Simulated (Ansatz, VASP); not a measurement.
## ScSb2N3: VASP beside Ansatz

The input INCAR:

```
SYSTEM = ScSb2N3
  PREC = Accurate
  ENCUT = 520
  EDIFF = 1E-6
  ISMEAR = 0
  SIGMA = 0.1
  LREAL = .False.
  LASPH = .True.
  NELM = 80
  ALGO = Normal
  ISIF = 2
  LWAVE = .False.
  LCHARG = .False.
  GGA = PE
  NBANDS = 27
```

KPOINTS

```
regular mesh
0
Gamma
  6 6 6
  0 0 0
```

POSCAR

```
ScSb2N3
1.0
    2.7874433400      1.6093311600      3.8778279000
   -2.7874433400      1.6093311600      3.8778279000
    0.0000000000     -3.2186623200      3.8778279000
Sc Sb N
1 2 3
Direct
    0.0000000000      0.0000000000      0.0000000000
    0.6292808700      0.6292808700      0.6292808700
    0.3707191300      0.3707191300      0.3707191300
    0.0000000000      0.0000000000      0.5000000000
    0.5000000000      0.0000000000      0.0000000000
    0.0000000000      0.5000000000      0.0000000000
```

Input for Ansatz:

```yaml
crystal:
  lattice:
    - [2.78744334, 1.60933116, 3.8778279]
    - [-2.78744334, 1.60933116, 3.8778279]
    - [0.0, -3.21866232, 3.8778279]
  atoms:
    - { symbol: Sc, position: [0.0, 0.0, 0.0] }
    - { symbol: Sb, position: [0.62928087, 0.62928087, 0.62928087] }
    - { symbol: Sb, position: [0.37071913, 0.37071913, 0.37071913] }
    - { symbol: "N", position: [0.0, 0.0, 0.5] }
    - { symbol: "N", position: [0.5, 0.0, 0.0] }
    - { symbol: "N", position: [0.0, 0.5, 0.0] }
basis:
  ecutwfc: 420
kpoints:
  mp_grid: { grid: [6, 6, 6] }
hamiltonian:
  xc: pbe
scf:
  occupations: { method: gaussian, width: 0.1 }
  lower_state_search: "off"
output:
  forces: true
  stress: true
  eigenvalues: true
```

Change from the starting cell: species swapped into the Pr2SiRh3 type (R-3m, No. 166).

Alike in both runs: task single point; functional PBE; k mesh 6 × 6 × 6; occupations gaussian, width 0.1 eV; no spin polarisation.

|  | VASP | Ansatz |
| --- | --- | --- |
| version | VASP 6.6.1 | Ansatz 0.2.0 |
| potentials or method | VASP PAW PBE potentials, release 64 (Sc_sv, Sb, N), cutoff 520 eV | scalar-relativistic, plane waves, PAW |
| valence electrons in the cell | 36 | 56 |

Ansatz gave:

```
gap on the k mesh at the Fermi level (eV)                     : none
pressure (GPa)                                                : -15.7
traceless stress, the component that is largest in VASP (GPa) : -14.76
rms of the force components (eV/Å)                            : 0.329
```

**Question.** What did VASP give for the same quantities?

**Answer.** gap on the k mesh at the Fermi level (eV): none; pressure (GPa): -15.8; traceless stress, the component that is largest in VASP (GPa): -14.72; rms of the force components (eV/Å): 0.330.

Atom by atom the forces differ by 0.002 eV/Å (rms over components). A gap of «none» marks a metal or a gap that the smearing closes. The functional is the same, so the differences come from potentials, cutoffs and numerics. VASP's potentials hold 36 valence electrons a cell and Ansatz's 56, so a difference there can come from the potentials and not from the codes.

Spin-orbit coupling is off throughout.
